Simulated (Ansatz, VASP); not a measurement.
In2BiSb: VASP beside Ansatz

```
Sb In Bi
1.0
     4.71290    0.00000    0.00000
     0.00000    4.71290    0.00000
     0.00000    0.00000    6.64201
Sb In Bi
1 2 1
Direct
  0.00000 0.00000 0.00000
  0.00000 0.50000 0.75660
  0.50000 0.00000 0.24340
  0.50000 0.50000 0.50000
```

Alike in both runs: task single point; functional r2SCAN; k mesh 6 × 6 × 4; occupations fermi-dirac, width 0.02 eV; no spin polarisation.

|  | VASP | Ansatz |
| --- | --- | --- |
| version | VASP 6.6.1 | Ansatz 0.2.0 |
| potentials or method | VASP PAW PBE potentials, release 64 (Sb, In_d, Bi_d) | plane waves, PAW |
| plane-wave cutoff (eV) | 520 | 500 |
| valence electrons in the cell | 46 | 56 |

```csv
,VASP,Ansatz,Ansatz less VASP
pressure (GPa),0.0,0.0,+0.03
```

VASP's potentials were made for PBE, not for r2SCAN. VASP's potentials hold 46 valence electrons a cell and Ansatz's 56, so a difference there can come from the potentials and not from the codes.

Neither program's run includes spin-orbit coupling.
